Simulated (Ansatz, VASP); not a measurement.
One calculation of BaTiO3, two programs

```xyz
5
Lattice="3.9841 0.0000 0.0000 0.0000 2.8371 2.8458 0.0000 -2.8371 2.8458" Properties=species:S:1:pos:R:3 pbc="T T T"
Ba    0.0000    0.0000    0.0382
Ti    1.9921    0.0000    2.9613
O     0.0000    0.0000    2.7992
O     1.9921   -1.3929    4.2044
O     1.9921    1.3929    4.2044
```

Alike in both runs: task electric field gradients; functional PBEsol; k mesh 8 × 8 × 8; occupations fermi-dirac, width 0.02 eV; no spin polarisation.

|  | VASP | Ansatz |
| --- | --- | --- |
| version | VASP 6.6.1 | Ansatz 0.2.0 |
| potentials or method | VASP PAW PBE potentials, release 64 (Ba_sv, Ti_sv, O) | plane-wave PAW, scalar-relativistic |
| plane-wave cutoff (eV) | 520 | 420 |
| valence electrons in the cell | 40 | 40 |

```tsv
	VASP	Ansatz	Ansatz less VASP
gap on the k mesh at the Fermi level (eV)	2.08	2.13	+0.056
pressure (GPa)	-0.4	-2.3	-1.84
traceless stress, the component that is largest in VASP (GPa)	-0.87	-0.82	+0.056
rms of the force components (eV/Å)	0.010	0.022	+0.0125
size of Vzz on the site where it differs most (V/Å²)	16.7	17.8	+1.05
```

VASP's potentials were made for PBE, not for PBEsol. Atom by atom the forces differ by 0.024 eV/Å (rms over components). With one functional, cell and mesh, what is left measures potentials, basis and numerics.

Spin-orbit coupling is off throughout.
